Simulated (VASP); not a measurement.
# Hf: single point with PBE

The system is Hf.

```
CELL_PARAMETERS angstrom
-1.58950 1.58950 1.58950
1.58950 -1.58950 1.58950
1.58950 1.58950 -1.58950
ATOMIC_POSITIONS crystal
Hf 0.00000 0.00000 0.00000
```

This cell differs from its parent crystal: volume scaled by 0.720.

```yaml
Program: VASP 6.6.1
Task: single point
Functional: PBE
Potentials_or_basis: VASP PAW PBE potentials, release 64 (Hf_pv)
Cutoff: 520 eV
k_mesh: 20 × 20 × 20
Occupations: gaussian, width 0.05 eV
Spin: no spin polarisation
```

```yaml
Pressure: 55.1 GPa
Band_gap_on_the_k_mesh: zero (band 5 reaches 8.76 eV, above the bottom of band 6 at 6.11 eV)
```

Levels at points of the mesh, in eV from the Fermi level:
```
           k point  band 3  band 4  band 5  band 6  band 7  band 8
(0.00, 0.00, 0.00)  -28.53   -7.90    1.70    1.70    1.70    5.54
(0.50, 0.00, 0.00)  -28.56   -4.57   -1.29    3.05    5.68    7.04
(0.50, 0.50, 0.50)  -30.06   -4.35   -4.35    9.61    9.61    9.61
```

Run time: 16 s on 1 thread of AMD EPYC 9R45 96-Core Processor (Zen 5) (shared host), peak memory 0.13 GiB.

Caveat: spin-orbit coupling is left out, which moves the levels of the heavy elements.
